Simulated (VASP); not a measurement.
# Pb (Fm-3m) in VASP: notebook

Pb is run at these levels: PBE; tasks: single point, relaxation of cell and atoms.

Everything below comes from runs of VASP 6.6.1. Logs are shortened: lines on timing, memory, paths and dates and some standing lists are left out, and cuts for length are marked.

### Step 1. The cell of the first run

It takes space group Fm-3m (No. 225, cubic). The conventional cell has a = 5.034 Å, b = 5.034 Å, c = 5.034 Å, α = 90.00°, β = 90.00°, γ = 90.00°. Pb (site symmetry m-3m) has 12 Pb at 3.56 Å within 4.7 Å.

### Step 2. Single point, PBE

File INCAR:

```
SYSTEM = Pb
PREC = Accurate
ENCUT = 520
EDIFF = 1E-6
ISMEAR = -1
SIGMA = 0.05
LREAL = .False.
LASPH = .True.
NELM = 60
ALGO = Normal
ISIF = 2
LWAVE = .False.
LCHARG = .False.
GGA = PE
NBANDS = 13
```

File KPOINTS:

```
Automatic mesh
0
Gamma
  11 11 11
  0 0 0
```

File POSCAR:

```
Pb
1.0
    0.0000000000      2.5168957982      2.5168957982
    2.5168957982      0.0000000000      2.5168957982
    2.5168957982      2.5168957982      0.0000000000
Pb
1
Direct
    0.0000000000      0.0000000000      0.0000000000
```

Potentials or basis: VASP PAW PBE potentials, release 64 (Pb_d).

Started as:

```bash
cat potpaw_PBE.64/Pb_d/POTCAR > POTCAR
mpirun -np 1 vasp_std > vasp.out
```

OUTCAR:

```text
SYSTEM = Pb
   PREC = Accurate
   ENCUT = 520
   EDIFF = 1E-6
   ISMEAR = -1
   LREAL = .False.
   LASPH = .True.
   NELM = 60
   ISIF = 2
   GGA = PE

 ion  position               nearest neighbor table
   1  0.000  0.000  0.000-

  LATTYP: Found a face centered cubic cell.
 ALAT       =     5.0337915964

  Lattice vectors:

 A1 = (   0.0000000000,   2.5168957982,   2.5168957982)
 A2 = (   2.5168957982,   0.0000000000,   2.5168957982)
 A3 = (   2.5168957982,   2.5168957982,   0.0000000000)

Analysis of symmetry for initial positions (statically):
[... 5 lines left out ...]
 face centered cubic supercell.

 Subroutine GETGRP returns: Found 48 space group operations
 (whereof 48 operations were pure point group operations)
 out of a pool of 48 trial point group operations.

The static configuration has the point symmetry O_h .

Analysis of symmetry for dynamics (positions and initial velocities):
[... 5 lines left out ...]
 face centered cubic supercell.

 Subroutine GETGRP returns: Found 48 space group operations
 (whereof 48 operations were pure point group operations)
 out of a pool of 48 trial point group operations.

The dynamic configuration has the point symmetry O_h .

 Subroutine INISYM returns: Found 48 space group operations
 (whereof 48 operations are pure point group operations),
 and found     1 'primitive' translations

----------------------------------------------------------------------------------------

                                     Primitive cell

  volume of cell :      31.8879

  direct lattice vectors                    reciprocal lattice vectors
     0.000000000  2.516895798  2.516895798    -0.198657410  0.198657410  0.198657410
     2.516895798  0.000000000  2.516895798     0.198657410 -0.198657410  0.198657410
     2.516895798  2.516895798  0.000000000     0.198657410  0.198657410 -0.198657410

  length of vectors
     3.559428173  3.559428173  3.559428173     0.344084727  0.344084727  0.344084727

  position of ions in fractional coordinates (direct lattice)
     0.000000000  0.000000000  0.000000000

  ion indices of the primitive-cell ions
   primitive index   ion index
                 1           1

----------------------------------------------------------------------------------------

 KPOINTS: Automatic mesh

Automatic generation of k-mesh.
 Grid dimensions read from file:
 generate k-points for:   11   11   11

 Generating k-lattice:

  Cartesian coordinates                     Fractional coordinates (reciprocal lattice)
    -0.018059765  0.018059765  0.018059765     0.090909091  0.000000000  0.000000000
     0.018059765 -0.018059765  0.018059765     0.000000000  0.090909091  0.000000000
     0.018059765  0.018059765 -0.018059765     0.000000000  0.000000000  0.090909091

  Length of vectors
     0.031280430  0.031280430  0.031280430

  Shift w.r.t. Gamma in fractional coordinates (k-lattice)
     0.000000000  0.000000000  0.000000000

 Subroutine IBZKPT returns following result:
 ===========================================

 Found     56 irreducible k-points:

 Following reciprocal coordinates:
            Coordinates               Weight
  0.000000  0.000000  0.000000      1.000000
  0.090909  0.000000  0.000000      8.000000
  0.181818  0.000000  0.000000      8.000000
  0.272727  0.000000  0.000000      8.000000
  0.363636  0.000000  0.000000      8.000000
  0.454545  0.000000  0.000000      8.000000
[... 16 lines left out ...]
 -0.272727  0.181818  0.000000     24.000000
 -0.181818  0.181818  0.000000     12.000000
 [... further k-points ...]
   k-points           NKPTS =     56   k-points in BZ     NKDIM =     56   number of bands    NBANDS=     13
   number of dos      NEDOS =    301   number of ions     NIONS =      1
   total plane-waves  NPLWV =  21952
   dimension x,y,z NGX =    28 NGY =   28 NGZ =   28
   dimension x,y,z NGXF=    56 NGYF=   56 NGZF=   56
   ions per type =               1
   NGX,Y,Z   is equivalent  to a cutoff of  13.08, 13.08, 13.08 a.u.
   NGXF,Y,Z  is equivalent  to a cutoff of  26.16, 26.16, 26.16 a.u.
 SYSTEM =  Pb
   PREC   = accura    normal or accurate (medium, high low for compatibility)
   ISTART =      0    job   : 0-new  1-cont  2-samecut
   ICHARG =      2    charge: 1-file 2-atom 10-const
   ISPIN  =      1    spin polarized calculation?
   LNONCOLLINEAR =      F non collinear calculations
   LSORBIT =      F    spin-orbit coupling
   LASPH  =      T    aspherical Exc in radial PAW
   ENCUT  =  520.0 eV  38.22 Ry    6.18 a.u.   6.62  6.62  6.62*2*pi/ulx,y,z
   NELM   =     60;   NELMIN=  2; NELMDL= -5     # of ELM steps
   EDIFF  = 0.1E-05   stopping-criterion for ELM
   LREAL  =      F    real-space projection
   EDIFFG = 0.1E-04   stopping-criterion for IOM
   NSW    =      0    number of steps for IOM
   IBRION =     -1    ionic relax: 0-MD 1-quasi-New 2-CG
   NFREE  =      0    steps in history (QN), initial steepest desc. (CG)
   ISIF   =      2    stress and relaxation
   ISYM   =      2    0-nonsym 1-usesym 2-fastsym
   POTIM  = 0.5000    time-step for ionic-motion
   TEBEG  =    0.0;   TEEND  =   0.0 temperature during run
   PSTRESS=    0.0 pullay stress
   NELECT =      14.0000    total number of electrons
   NUPDOWN=      -1.0000    fix difference up-down
   EMIN   =  10.00;   EMAX   =-10.00  energy-range for DOS
   EFERMI =   0.00;   METHOD = LEGACY
   ISMEAR =    -1;   SIGMA  =   0.05  broadening in eV -4-tet -1-fermi 0-gaus
   EFERMI_NEDOS =   21; number of points for ismear=-14 and -15
   IALGO  =     38    algorithm
   IMIX   =      4    mixing-type and parameters
     AMIX     =   0.40;   BMIX     =  1.00
     AMIX_MAG =   1.60;   BMIX_MAG =  1.00
  volume/ion in A,a.u.               =      31.89       215.19
  Fermi-wavevector in a.u.,A,eV,Ry     =   1.244254  2.351299 21.064095  1.548167
  Thomas-Fermi vector in A             =   2.378529
   LORBIT       =      0    0 simple, 1 ext, 2 COOP (PROOUT), +10 PAW based schemes
   GGA     = PE    functional components
   LHFCALC =     F    Hartree Fock is set to
   AEXX    =    0.0000 exact exchange contribution
   IVDW    =     0    specifies the selected vdW correction
   LEPSILON=     F    determine dielectric tensor
   LRPA    =     F    only Hartree local field effects (RPA)
 non-spin polarized calculation
  energy-cutoff  :      520.00
  volume of cell :       31.89
 maximum number of plane-waves:       881
   NGX = 13   NGY = 13   NGZ = 13

 number of electron      14.0000003 magnetization

 Free energy of the ion-electron system (eV)
  ---------------------------------------------------
  ext. energy  EPLUGINS =         0.00000000
  ---------------------------------------------------
  free energy    TOTEN  =        -3.56733261 eV

  energy without entropy =       -3.56440537  energy(sigma->0) =       -3.56586899

 E-fermi :   6.7511     XC(G=0):  -9.9462

 val. band max:        6.6923204724   @ k =   0.3636   0.2727   0.0000
 cond. band min:       6.7828645626   @ k =   0.2727   0.0000   0.0000
 fundamental gap:      0.0905440902
 Fermi energy:         6.7510571249

 k-point     1 :       0.0000    0.0000    0.0000
  band No.  band energies     occupation
      1     -10.3128      2.00000
      2     -10.3128      2.00000
      3     -10.3128      2.00000
      4     -10.1936      2.00000
      5     -10.1936      2.00000
      6      -4.6932      2.00000
      7      13.7557      0.00000
      8      13.7557      0.00000
      9      13.7557      0.00000
     10      16.4581      0.00000
     11      17.4347      0.00000
     12      18.8510      0.00000
     13      18.8510      0.00000

 k-point     2 :       0.0909    0.0000    0.0000
  band No.  band energies     occupation
      1     -10.3128      2.00000
      2     -10.3029      2.00000
      3     -10.3029      2.00000
      4     -10.1939      2.00000
      5     -10.1939      2.00000
      6      -4.5424      2.00000
      7      12.0832      0.00000
      8      13.5719      0.00000
      9      13.5719      0.00000
     10      16.0803      0.00000
     11      18.2526      0.00000
     12      19.1797      0.00000
     13      19.1797      0.00000

 k-point     3 :       0.1818    0.0000    0.0000
  band No.  band energies     occupation
      1     -10.3141      2.00000
      2     -10.2852      2.00000
      3     -10.2852      2.00000
      4     -10.1854      2.00000
      5     -10.1854      2.00000
      6      -4.0914      2.00000
      7       9.3792      0.00000
      8      13.1420      0.00000
      9      13.1420      0.00000
     10      15.6736      0.00000
     11      18.9136      0.00000
     12      19.3881      0.00000
     13      19.3887      0.00000

 k-point     4 :       0.2727    0.0000    0.0000
  band No.  band energies     occupation
      1     -10.3186      2.00000
      2     -10.2837      2.00000
      3     -10.2837      2.00000
      4     -10.1519      2.00000
      5     -10.1519      2.00000
      6      -3.3546      2.00000
      7       6.7829      0.69224
      8      12.6650      0.00000
      9      12.6650      0.00000
     10      15.4566      0.00000
     11      17.7228      0.00000
     12      18.5778      0.00000
     13      18.5778      0.00000

 k-point     5 :       0.3636    0.0000    0.0000
  band No.  band energies     occupation
      1     -10.3254      2.00000
      2     -10.2939      2.00000
      3     -10.2939      2.00000
      4     -10.1088      2.00000
      5     -10.1088      2.00000
      6      -2.4004      2.00000
      7       4.5468      2.00000
      8      12.2777      0.00000
      9      12.2777      0.00000
     10      15.4466      0.00000
     11      16.7800      0.00000
     12      17.9790      0.00000
     13      17.9790      0.00000

 k-point     6 :       0.4545    0.0000    0.0000
  band No.  band energies     occupation
      1     -10.3305      2.00000
      2     -10.3021      2.00000
      3     -10.3021      2.00000
      4     -10.0808      2.00000
      5     -10.0808      2.00000
      6      -1.5160      2.00000
      7       3.0122      2.00000
      8      12.0631      0.00000
      9      12.0631      0.00000
     10      15.6416      0.00000
     11      16.1101      0.00000
     12      17.6765      0.00000
     13      17.6765      0.00000

 k-point     7 :       0.0909    0.0909    0.0000
  band No.  band energies     occupation
      1     -10.3239      2.00000
      2     -10.2929      2.00000
      3     -10.2929      2.00000
      4     -10.2051      2.00000
      5     -10.1852      2.00000
      6      -4.4922      2.00000
      7      12.5211      0.00000
      8      12.9690      0.00000
      9      12.9690      0.00000
     10      15.7737      0.00000
     11      18.4311      0.00000
     12      19.4388      0.00000
     13      19.8895      0.00000
[... 193 lines left out ...]
 k-point    20 :       0.4545    0.1818    0.0000
  band No.  band energies     occupation
      1     -10.3482      2.00000
      2     -10.2756      2.00000
      3     -10.2316      2.00000
      4     -10.1526      2.00000
      5     -10.0743      2.00000
      6      -1.6060      2.00000
      7       4.4061      2.00000
      8       9.3089      0.00000
      9      10.5847      0.00000
     10      14.0071      0.00000
     11      18.6963      0.00000
     12      19.6949      0.00000
     13      20.0890      0.00000

 k-point    21 :      -0.4545    0.1818    0.0000
  band No.  band energies     occupation
      1     -10.3373      2.00000
      2     -10.2702      2.00000
      3     -10.2407      2.00000
      4     -10.1358      2.00000
      5     -10.0799      2.00000
      6      -0.9769      2.00000
      7       3.4074      2.00000
      8       8.6747      0.00000
      9      10.8864      0.00000
     10      14.1369      0.00000
     11      18.7290      0.00000
     12      19.5129      0.00000
     13      21.3126      0.00000

 k-point    22 :      -0.3636    0.1818    0.0000
  band No.  band energies     occupation
      1     -10.3211      2.00000
      2     -10.2737      2.00000
      3     -10.2426      2.00000
      4     -10.1230      2.00000
      5     -10.1155      2.00000
      6      -1.3399      2.00000
      7       3.9854      2.00000
      8       8.3387      0.00000
      9      11.4913      0.00000
     10      14.5583      0.00000
     11      18.3565      0.00000
     12      19.1505      0.00000
     13      22.0455      0.00000

 k-point    23 :      -0.2727    0.1818    0.0000
  band No.  band energies     occupation
      1     -10.3012      2.00000
      2     -10.2876      2.00000
      3     -10.2357      2.00000
      4     -10.1701      2.00000
      5     -10.1199      2.00000
      6      -2.2501      2.00000
      7       5.6407      2.00000
      8       8.3874      0.00000
      9      12.3219      0.00000
     10      15.2670      0.00000
     11      18.1143      0.00000
     12      18.9766      0.00000
     13      20.4377      0.00000

 k-point    24 :      -0.1818    0.1818    0.0000
  band No.  band energies     occupation
      1     -10.3054      2.00000
      2     -10.2833      2.00000
      3     -10.2306      2.00000
      4     -10.2176      2.00000
      5     -10.1313      2.00000
      6      -3.1130      2.00000
      7       7.4271      0.00000
      8       9.1472      0.00000
      9      13.1704      0.00000
     10      16.2600      0.00000
     11      17.6154      0.00000
     12      18.7932      0.00000
     13      19.1972      0.00000

 [... further k-points ...]
[... 5 lines left out ...]
  --------------------------------------------------------------------------------------
  -------------------------------------------------------------------------------------
  Total       -0.0200178     -0.0200178     -0.0200178     -0.0000000     -0.0000000     -0.0000000
  in kB       -1.0057758     -1.0057758     -1.0057758     -0.0000000     -0.0000000     -0.0000000
  external PRESSURE =      -1.0057758 kB  Pullay stress =       0.0000000 kB

 VOLUME and BASIS-vectors are now :
 -----------------------------------------------------------------------------
  energy-cutoff  :      520.00
  volume of cell :       31.89
      direct lattice vectors                 reciprocal lattice vectors
     0.000000000  2.516895798  2.516895798    -0.198657410  0.198657410  0.198657410
     2.516895798  0.000000000  2.516895798     0.198657410 -0.198657410  0.198657410
     2.516895798  2.516895798  0.000000000     0.198657410  0.198657410 -0.198657410

 POSITION                                       TOTAL-FORCE (eV/Angst)
 -----------------------------------------------------------------------------------
      0.00000      0.00000      0.00000         0.000000      0.000000      0.000000
 -----------------------------------------------------------------------------------
    total drift:                               -0.000000     -0.000000     -0.000000

  FREE ENERGIE OF THE ION-ELECTRON SYSTEM (eV)
  ---------------------------------------------------
  free  energy   TOTEN  =        -3.5673326102 eV

  energy  without entropy=       -3.5644053677  energy(sigma->0) =       -3.56586899
```

Run time: 8.1 s. Hardware: 1 thread of Intel Xeon 6975P-C (Granite Rapids), shared host; peak memory 0.16 GiB.

What came out:

```yaml
Free_energy: -3.5673 eV
Pressure: -0.1 GPa
Band_gap_on_the_k_mesh: zero (band 7 reaches 13.76 eV, above the bottom of band 8 at 5.38 eV)
```

Caveat: spin-orbit coupling is left out, which moves the levels of the heavy elements.

(Continued in part 2 of 2.)
